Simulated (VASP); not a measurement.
# CoO (Fm-3m) in VASP: further runs

CoO is run at these levels: PBE+U; tasks: single point.

Program: VASP 6.6.1. These are calculated values, not measurements. Logs are shortened: lines on timing, memory, paths and dates and some standing lists are left out, and cuts for length are marked.

**1. The cell of the first run**

It takes space group Fm-3m (No. 225, cubic). Conventional cell: a = 4.271 Å, b = 4.271 Å, c = 4.271 Å, α = 90.00°, β = 90.00°, γ = 90.00°. Co (site symmetry m-3m) has 6 O at 2.14 Å within 2.8 Å. O (site symmetry m-3m) has 6 Co at 2.14 Å within 2.8 Å.

**2. Single point, PBE+U, collinear spin, ferromagnetic start**

Contents of INCAR:

```
SYSTEM = CoO
  PREC = Accurate
  ENCUT = 600
  EDIFF = 1E-6
  ISMEAR = 0
  SIGMA = 0.1
  LREAL = .FALSE.
  LASPH = .TRUE.
  NELM = 200
  ALGO = Normal
  ISIF = 2
  LWAVE = .FALSE.
  LCHARG = .FALSE.
  ISPIN = 2
  MAGMOM = 2.75 0.25
  LORBIT = 11
  LMAXMIX = 4
  LDAU = .TRUE.
  LDAUTYPE = 2
  LDAUL = 2 -1
  LDAUU = 3.32 0
  LDAUJ = 0 0
  LDAUPRINT = 1
  GGA = PE
  NBANDS = 22
  GGA_COMPAT = .FALSE.
```

Contents of KPOINTS:

```
regular mesh
0
G
  16 16 16
  0 0 0
```

Contents of POSCAR:

```
CoO
1.0
    0.0000000000      2.1354981568      2.1354981568
    2.1354981568      0.0000000000      2.1354981568
    2.1354981568      2.1354981568      0.0000000000
Co O
1 1
Direct
    0.0000000000      0.0000000000      0.0000000000
    0.5000000000      0.5000000000      0.5000000000
```

Potentials or basis: VASP PAW PBE potentials, release 64 (Co_sv, O).

On the command line:

```bash
$ cat potpaw_PBE.64/Co_sv/POTCAR potpaw_PBE.64/O/POTCAR > POTCAR
$ mpirun -np 1 vasp_std > vasp.out
```

OUTCAR:

```text
SYSTEM = CoO
   PREC = Accurate
   ENCUT = 600
   EDIFF = 1E-6
   ISMEAR = 0
   LREAL = .FALSE.
   LASPH = .TRUE.
   NELM = 200
   ISIF = 2
   ISPIN = 2
   LORBIT = 11
   GGA = PE

 ion  position               nearest neighbor table
   1  0.000  0.000  0.000-   2 2.14   2 2.14   2 2.14   2 2.14   2 2.14   2 2.14
   2  0.500  0.500  0.500-   1 2.14   1 2.14   1 2.14   1 2.14   1 2.14   1 2.14

  LATTYP: Found a face centered cubic cell.
 ALAT       =     4.2709963136

  Lattice vectors:

 A1 = (   0.0000000000,   2.1354981568,   2.1354981568)
 A2 = (   2.1354981568,   0.0000000000,   2.1354981568)
 A3 = (   2.1354981568,   2.1354981568,   0.0000000000)

Analysis of symmetry for initial positions (statically):
=====================================================================
 Subroutine PRICEL returns:
 Original cell was already a primitive cell.

 Routine SETGRP: Setting up the symmetry group for a
 face centered cubic supercell.

 Subroutine GETGRP returns: Found 48 space group operations
 (whereof 48 operations were pure point group operations)
 out of a pool of 48 trial point group operations.

The static configuration has the point symmetry O_h .

Analysis of symmetry for dynamics (positions and initial velocities):
=====================================================================
 Subroutine PRICEL returns:
 Original cell was already a primitive cell.

 Routine SETGRP: Setting up the symmetry group for a
 face centered cubic supercell.

 Subroutine GETGRP returns: Found 48 space group operations
 (whereof 48 operations were pure point group operations)
 out of a pool of 48 trial point group operations.

The dynamic configuration has the point symmetry O_h .

Analysis of structural, dynamic, and magnetic symmetry:
=====================================================================
 Subroutine PRICEL returns:
 Original cell was already a primitive cell.

 Routine SETGRP: Setting up the symmetry group for a
 face centered cubic supercell.

 Subroutine GETGRP returns: Found 48 space group operations
 (whereof 48 operations were pure point group operations)
 out of a pool of 48 trial point group operations.

The overall configuration has the point symmetry O_h .

 Subroutine INISYM returns: Found 48 space group operations
 (whereof 48 operations are pure point group operations),
 and found     1 'primitive' translations

----------------------------------------------------------------------------------------

                                     Primitive cell

  volume of cell :      19.4772

  direct lattice vectors                    reciprocal lattice vectors
     0.000000000  2.135498157  2.135498157    -0.234137406  0.234137406  0.234137406
     2.135498157  0.000000000  2.135498157     0.234137406 -0.234137406  0.234137406
     2.135498157  2.135498157  0.000000000     0.234137406  0.234137406 -0.234137406

  length of vectors
     3.020050456  3.020050456  3.020050456     0.405537884  0.405537884  0.405537884

  position of ions in fractional coordinates (direct lattice)
     0.000000000  0.000000000  0.000000000
     0.500000000  0.500000000  0.500000000

  ion indices of the primitive-cell ions
   primitive index   ion index
                 1           1
                 2           2

----------------------------------------------------------------------------------------

 KPOINTS: regular mesh

Automatic generation of k-mesh.
 Grid dimensions read from file:
 generate k-points for:   16   16   16

[... 62 lines left out ...]
   NELM   =    200;   NELMIN=  2; NELMDL= -5     # of ELM steps
   EDIFF  = 0.1E-05   stopping-criterion for ELM
   LREAL  =      F    real-space projection
   EDIFFG = 0.1E-04   stopping-criterion for IOM
   NSW    =      0    number of steps for IOM
   IBRION =     -1    ionic relax: 0-MD 1-quasi-New 2-CG
   NFREE  =      0    steps in history (QN), initial steepest desc. (CG)
   ISIF   =      2    stress and relaxation
   ISYM   =      2    0-nonsym 1-usesym 2-fastsym
   POTIM  = 0.5000    time-step for ionic-motion
   TEBEG  =    0.0;   TEEND  =   0.0 temperature during run
   PSTRESS=    0.0 pullay stress
   NELECT =      23.0000    total number of electrons
   NUPDOWN=      -1.0000    fix difference up-down
   EMIN   =  10.00;   EMAX   =-10.00  energy-range for DOS
   EFERMI =   0.00;   METHOD = LEGACY
   ISMEAR =     0;   SIGMA  =   0.10  broadening in eV -4-tet -1-fermi 0-gaus
   EFERMI_NEDOS =   21; number of points for ismear=-14 and -15
   IALGO  =     38    algorithm
   IMIX   =      4    mixing-type and parameters
     AMIX     =   0.40;   BMIX     =  1.00
     AMIX_MAG =   1.60;   BMIX_MAG =  1.00
  volume/ion in A,a.u.               =       9.74        65.72
  Fermi-wavevector in a.u.,A,eV,Ry     =   1.730380  3.269945 40.738784  2.994216
  Thomas-Fermi vector in A             =   2.804947
   LORBIT       =     11    0 simple, 1 ext, 2 COOP (PROOUT), +10 PAW based schemes
 LDA+U is selected, type is set to LDAUTYPE =  2
   angular momentum for each species LDAUL =     2   -1
   U (eV)           for each species LDAUU =   3.3  0.0
   J (eV)           for each species LDAUJ =   0.0  0.0
   GGA     = PE    functional components
   LHFCALC =     F    Hartree Fock is set to
   AEXX    =    0.0000 exact exchange contribution
   IVDW    =     0    specifies the selected vdW correction
   LEPSILON=     F    determine dielectric tensor
   LRPA    =     F    only Hartree local field effects (RPA)
 spin polarized calculation
 Gauss-broadening in eV      SIGMA  =   0.10
  energy-cutoff  :      600.00
  volume of cell :       19.48
 maximum number of plane-waves:       662
   NGX = 13   NGY = 13   NGZ = 13

atom =   1  type =  1  l = 2

 onsite density matrix

spin component  1

  0.9238 -0.0000 -0.0000 -0.0000 -0.0000
 -0.0000  0.9238  0.0000 -0.0000 -0.0000
 -0.0000  0.0000  0.9545  0.0000  0.0000
 -0.0000 -0.0000  0.0000  0.9238  0.0000
 -0.0000 -0.0000  0.0000  0.0000  0.9545

spin component  2

  0.6057  0.0000 -0.0000  0.0000  0.0000
  0.0000  0.6057  0.0000  0.0000  0.0000
 -0.0000  0.0000  0.0981  0.0000 -0.0000
  0.0000  0.0000  0.0000  0.6057 -0.0000
  0.0000  0.0000 -0.0000 -0.0000  0.0981

 occupancies and eigenvectors

  o =  0.0981  v =  0.0000  0.0000  0.0000  0.0000  0.0000  0.0000  0.0000 -1.0000  0.0000 -0.0100      0.0000  0.0000  0.0000  0.0000  0.0000  0.0000  0.0000  0.0000  0.0000  0.0000
  o =  0.0981  v =  0.0000  0.0000  0.0000  0.0000  0.0000  0.0000  0.0000  0.0100  0.0000 -1.0000      0.0000  0.0000  0.0000  0.0000  0.0000  0.0000  0.0000  0.0000  0.0000  0.0000
  o =  0.6057  v =  0.0000  0.0000  0.0000  0.0000  0.0000  1.0000  0.0000  0.0000  0.0000  0.0000      0.0000  0.0000  0.0000  0.0000  0.0000  0.0000  0.0000  0.0000  0.0000  0.0000
  o =  0.6057  v =  0.0000  0.0000  0.0000  0.0000  0.0000  0.0000 -0.0752  0.0000  0.9972 -0.0000      0.0000  0.0000  0.0000  0.0000  0.0000  0.0000  0.0000  0.0000  0.0000  0.0000
  o =  0.6057  v =  0.0000  0.0000  0.0000  0.0000  0.0000  0.0000  0.9972 -0.0000  0.0752  0.0000      0.0000  0.0000  0.0000  0.0000  0.0000  0.0000  0.0000  0.0000  0.0000  0.0000
  o =  0.9238  v =  0.0000 -0.9267 -0.0000 -0.3758 -0.0000  0.0000  0.0000  0.0000  0.0000  0.0000      0.0000  0.0000  0.0000  0.0000  0.0000  0.0000  0.0000  0.0000  0.0000  0.0000
  o =  0.9238  v =  0.0000 -0.3758 -0.0000  0.9267 -0.0000  0.0000  0.0000  0.0000  0.0000  0.0000      0.0000  0.0000  0.0000  0.0000  0.0000  0.0000  0.0000  0.0000  0.0000  0.0000
  o =  0.9238  v =  1.0000  0.0000  0.0000  0.0000  0.0000  0.0000  0.0000  0.0000  0.0000  0.0000      0.0000  0.0000  0.0000  0.0000  0.0000  0.0000  0.0000  0.0000  0.0000  0.0000
  o =  0.9545  v =  0.0000  0.0000 -0.2551  0.0000  0.9669  0.0000  0.0000  0.0000  0.0000  0.0000      0.0000  0.0000  0.0000  0.0000  0.0000  0.0000  0.0000  0.0000  0.0000  0.0000
  o =  0.9545  v =  0.0000 -0.0000  0.9669  0.0000  0.2551  0.0000  0.0000  0.0000  0.0000  0.0000      0.0000  0.0000  0.0000  0.0000  0.0000  0.0000  0.0000  0.0000  0.0000  0.0000

 number of electron      22.9999973 magnetization       2.9993589

 Free energy of the ion-electron system (eV)
  ---------------------------------------------------
  ext. energy  EPLUGINS =         0.00000000
  ---------------------------------------------------
  free energy    TOTEN  =       -11.04373917 eV

  energy without entropy =      -11.02071315  energy(sigma->0) =      -11.03222616

 E-fermi :   8.4961     XC(G=0): -12.6230

 val. band max:        8.4953288972   @ k =   0.5000   0.2500   0.0000
 cond. band min:       8.4967749513   @ k =  -0.2500   0.2500   0.0000
 fundamental gap:      0.0014460541
 Fermi energy:         8.4960935799

 spin component 1

 k-point     1 :       0.0000    0.0000    0.0000
  band No.  band energies     occupation
      1     -88.2672      1.00000
      2     -51.5089      1.00000
      3     -51.5089      1.00000
      4     -51.5089      1.00000
      5     -11.1727      1.00000
      6       3.9492      1.00000
[... 1193 lines left out ...]
     21      32.4079      0.00000
     22      35.5840      0.00000

 [... further k-points ...]

------------------------ aborting loop because EDIFF is reached ----------------------------------------

  FORCE on cell =-STRESS in cart. coord.  units (eV):
  Direction    XX          YY          ZZ          XY          YZ          ZX
  --------------------------------------------------------------------------------------
  -------------------------------------------------------------------------------------
  Total       -0.4425965     -0.4425965     -0.4425965     -0.0000000     -0.0000000      0.0000000
  in kB      -36.4075107    -36.4075107    -36.4075107     -0.0000000     -0.0000000      0.0000000
  external PRESSURE =     -36.4075107 kB  Pullay stress =       0.0000000 kB

 VOLUME and BASIS-vectors are now :
 -----------------------------------------------------------------------------
  energy-cutoff  :      600.00
  volume of cell :       19.48
      direct lattice vectors                 reciprocal lattice vectors
     0.000000000  2.135498157  2.135498157    -0.234137406  0.234137406  0.234137406
     2.135498157  0.000000000  2.135498157     0.234137406 -0.234137406  0.234137406
     2.135498157  2.135498157  0.000000000     0.234137406  0.234137406 -0.234137406

 POSITION                                       TOTAL-FORCE (eV/Angst)
 -----------------------------------------------------------------------------------
      0.00000      0.00000      0.00000        -0.000000     -0.000000     -0.000000
      2.13550      2.13550      2.13550         0.000000      0.000000      0.000000
 -----------------------------------------------------------------------------------
    total drift:                                0.000000     -0.000000     -0.000000

  FREE ENERGIE OF THE ION-ELECTRON SYSTEM (eV)
  ---------------------------------------------------
  free  energy   TOTEN  =       -11.0437391718 eV

  energy  without entropy=      -11.0207131522  energy(sigma->0) =      -11.03222616

 total charge

# of ion       s       p       d       tot
------------------------------------------
    1        2.143   6.062   6.668  14.874
    2        1.548   3.452   0.000   5.001
--------------------------------------------------
tot          3.692   9.515   6.668  19.875

 magnetization (x)

# of ion       s       p       d       tot
------------------------------------------
    1        0.014   0.011   2.663   2.687
    2        0.025   0.227   0.000   0.252
--------------------------------------------------
tot          0.039   0.237   2.663   2.939
```

Wall time 89 s (1 thread of Intel Xeon Platinum 8259CL at 2.50GHz (Skylake/Cascade Lake), shared host); peak memory 0.23 GiB.

What came out:

* Free energy: -11.0437 eV
* Pressure: -3.6 GPa
* Band gap on the k mesh: zero (filled and empty bands overlap)
* Net moment: 3.00 μB per cell
* Site moments: Co +2.69; O +0.25 μB
* Valence electrons inside the program's atomic spheres: Co 14.87; O 5.00

Eigenvalues of the final occupation matrices:
```
    site  spin  trace               eigenvalues
site 1 d     1   4.68  0.92 0.92 0.92 0.95 0.95
site 1 d     2   2.01  0.10 0.10 0.61 0.61 0.61
```

Caveat: the cell stands under tension; a cell with one magnetic atom can't hold antiferromagnetic order, which such compounds often take.

**3. Single point, PBE+U, collinear spin, ferromagnetic start (8.57 Å³/atom)**

This run uses another cell than the first one, of 8.57 Å³/atom.

Contents of INCAR:

```
SYSTEM = CoO
PREC     = Accurate       ! precision mode
ENCUT    = 520            ! plane-wave cutoff, eV
EDIFF    = 1E-7           ! SCF threshold, eV
ISMEAR   = 0              ! smearing method
SIGMA    = 0.1            ! smearing width, eV
LREAL    = .False.        ! projectors in reciprocal space
LASPH    = .True.         ! aspherical terms in the spheres
NELM     = 150            ! most SCF steps
ALGO     = Normal         ! electronic algorithm
ISIF     = 2              ! what is computed and relaxed
LWAVE    = .False.        ! write WAVECAR
LCHARG   = .False.        ! write CHGCAR
ISPIN    = 2              ! spin polarisation
MAGMOM   = 2.79 0.28      ! initial moments
LORBIT   = 11             ! projections on sites
LMAXMIX  = 4              ! l up to which the mixer works
LDAU     = .True.         ! DFT+U
LDAUTYPE = 2            
LDAUL    = 2 -1           ! shell
LDAUU    = 3.32 0         ! U, eV
LDAUJ    = 0 0          
LDAUPRINT= 1            
GGA      = PE             ! functional
NBANDS   = 18             ! bands
```

Contents of KPOINTS:

```
Automatic mesh
0
Gamma
  16 16 16
  0 0 0
```

Contents of POSCAR:

```
CoO
1.0
    0.0000000000      2.0464136567      2.0464136567
    2.0464136567      0.0000000000      2.0464136567
    2.0464136567      2.0464136567      0.0000000000
Co O
1 1
Direct
    0.0000000000      0.0000000000      0.0000000000
    0.5000000000      0.5000000000      0.5000000000
```

Potentials or basis: VASP PAW PBE potentials, release 64 (Co, O).

On the command line:

```bash
$ cat potpaw_PBE.64/Co/POTCAR potpaw_PBE.64/O/POTCAR > POTCAR
$ mpirun -np 1 vasp_std > vasp.out
```

It took 1.9 min on 1 thread of Intel Xeon 8259CL, shared host; peak memory 0.2 GiB.

It converged, with:

```yaml
Free_energy: -11.1509 eV
Pressure: 26.0 GPa
Band_gap_on_the_k_mesh: zero (filled and empty bands overlap)
Net_moment: 2.97 μB per cell
Site_moments: Co +2.70; O +0.26 μB
Valence_electrons_inside_the_program's_atomic_spheres: Co 8.03; O 5.07
```

Levels at points of the mesh, in eV from the Fermi level:
Spin up:
```csv
k point,band 6,band 7,band 8,band 9,band 10,band 11,band 12,band 13
"(0.00, 0.00, 0.00)",-4.39,-2.90,-2.90,-2.90,2.31,17.81,18.54,18.54
"(0.50, 0.00, 0.00)",-3.55,-2.58,0.06,0.06,5.93,11.07,14.79,14.79
"(0.50, 0.50, 0.00)",-4.30,-3.49,-3.21,-3.21,7.22,11.29,11.84,17.78
```
Spin down:
```tsv
k point	band 3	band 4	band 5	band 6	band 7	band 8	band 9	band 10
(0.00, 0.00, 0.00)	-2.39	-2.39	-1.40	-1.40	-1.40	1.54	1.54	2.83
(0.50, 0.00, 0.00)	-4.55	-4.55	-0.13	-0.13	0.25	4.45	4.45	6.18
(0.50, 0.50, 0.00)	-3.81	-3.81	-2.74	0.08	0.08	2.14	2.80	8.17
```

Eigenvalues of the final occupation matrices:
```tsv
site	spin	trace	eigenvalues
site 1 d	1	4.97	0.97 0.97 0.97 1.03 1.03
site 1 d	2	2.30	0.16 0.16 0.66 0.66 0.66
```

Caveat: the cell stands under pressure; a cell with one magnetic atom can't hold antiferromagnetic order, which such compounds often take.

**4. Single point, PBE+U, collinear spin, ferromagnetic start (9.15 Å³/atom)**

This run uses another cell than the first one, of 9.15 Å³/atom.

Contents of INCAR:

```
SYSTEM = CoO
ALGO = Normal ; EDIFF = 1E-7
ENCUT = 520 ; GGA = PE
ISIF = 2 ; ISMEAR = 0
ISPIN = 2 ; LASPH = .TRUE.
LCHARG = .TRUE. ; LDAU = .TRUE.
LDAUJ = 0 0 ; LDAUL = 2 -1
LDAUPRINT = 1 ; LDAUTYPE = 2
LDAUU = 3.32 0 ; LELF = .TRUE.
LMAXMIX = 4 ; LORBIT = 11
LREAL = .FALSE. ; LVHAR = .TRUE.
LWAVE = .FALSE. ; MAGMOM = 2.79 0.28
NBANDS = 18 ; NELM = 150
PREC = Accurate ; SIGMA = 0.1
```

Contents of KPOINTS:

```
k-points
0
G
  16 16 16
  0 0 0
```

Contents of POSCAR:

```
CoO
1.0
    0.0000000000      2.0919043317      2.0919043317
    2.0919043317      0.0000000000      2.0919043317
    2.0919043317      2.0919043317      0.0000000000
Co O
1 1
Direct
    0.0000000000      0.0000000000      0.0000000000
    0.5000000000      0.5000000000      0.5000000000
```

On the command line:

```bash
$ cat potpaw_PBE.64/Co/POTCAR potpaw_PBE.64/O/POTCAR > POTCAR
$ mpirun -np 1 vasp_std > vasp.out
```

Run time: 1.9 min. Hardware: 1 thread of Intel Xeon 8259CL, shared host; peak memory 0.21 GiB.

The run converged. Its results:

| Quantity | Value |
| --- | --- |
| Free energy | -11.2773 eV |
| Pressure | 9.2 GPa |
| Band gap on the k mesh | zero (filled and empty bands overlap) |
| Net moment | 3.00 μB per cell |
| Site moments | Co +2.73; O +0.26 μB |
| Valence electrons inside the program's atomic spheres | Co 7.89; O 5.03 |

Levels at points of the mesh, in eV from the Fermi level:
Spin up:
| k point | band 6 | band 7 | band 8 | band 9 | band 10 | band 11 | band 12 | band 13 |
| --- | --- | --- | --- | --- | --- | --- | --- | --- |
| (0.00, 0.00, 0.00) | -4.27 | -2.62 | -2.62 | -2.62 | 1.89 | 17.61 | 18.09 | 18.09 |
| (0.50, 0.00, 0.00) | -3.55 | -2.62 | -0.07 | -0.07 | 5.77 | 10.42 | 14.32 | 14.32 |
| (0.50, 0.50, 0.00) | -3.92 | -3.63 | -3.24 | -3.24 | 6.73 | 10.83 | 11.60 | 16.97 |
Spin down:
| k point | band 2 | band 3 | band 4 | band 5 | band 6 | band 7 | band 8 | band 9 | band 10 | band 11 |
| --- | --- | --- | --- | --- | --- | --- | --- | --- | --- | --- |
| (0.00, 0.00, 0.00) | -2.11 | -2.11 | -2.11 | -1.24 | -1.24 | -1.24 | 1.67 | 1.67 | 2.41 | 17.47 |
| (0.50, 0.00, 0.00) | -7.53 | -4.08 | -4.08 | -0.11 | -0.11 | 0.23 | 4.28 | 4.28 | 6.02 | 11.22 |
| (0.50, 0.50, 0.00) | -6.19 | -3.45 | -3.45 | -2.42 | 0.06 | 0.06 | 2.21 | 2.72 | 7.67 | 11.24 |

Eigenvalues of the final occupation matrices:
```
    site  spin  trace               eigenvalues
site 1 d     1   4.95  0.97 0.97 0.97 1.02 1.02
site 1 d     2   2.26  0.15 0.15 0.65 0.65 0.65
```

Caveat: the cell stands under pressure; a cell with one magnetic atom can't hold antiferromagnetic order, which such compounds often take. The state reached can hang on the start; a lower one may exist.

**5. The runs side by side**

```csv
potentials or basis,cell,cutoff (eV),gap on the mesh (eV),pressure (GPa),moment (μB)
"VASP PAW PBE potentials, release 64 (Co_sv, O)","a = 3.020 Å, angles 60.0°, 2 atoms",600,none,-3.6,3.00
"VASP PAW PBE potentials, release 64 (Co, O)","a = 2.894 Å, angles 60.0°, 2 atoms",520,none,26.0,2.97
"VASP PAW PBE potentials, release 64 (Co, O)","a = 2.958 Å, angles 60.0°, 2 atoms",520,none,9.2,3.00
```

Alike in all rows: task single point; level PBE+U; spin collinear, ferromagnetic start; Co d U = 3.32 eV; k mesh 16 × 16 × 16; smearing gaussian 0.1 eV.

Caveats: a cell with one magnetic atom can't hold antiferromagnetic order, which such compounds often take; the cell stands under pressure (at least some runs); the cell stands under tension (at least some runs).

Absolute energies hang on the potentials; compare differences alone.
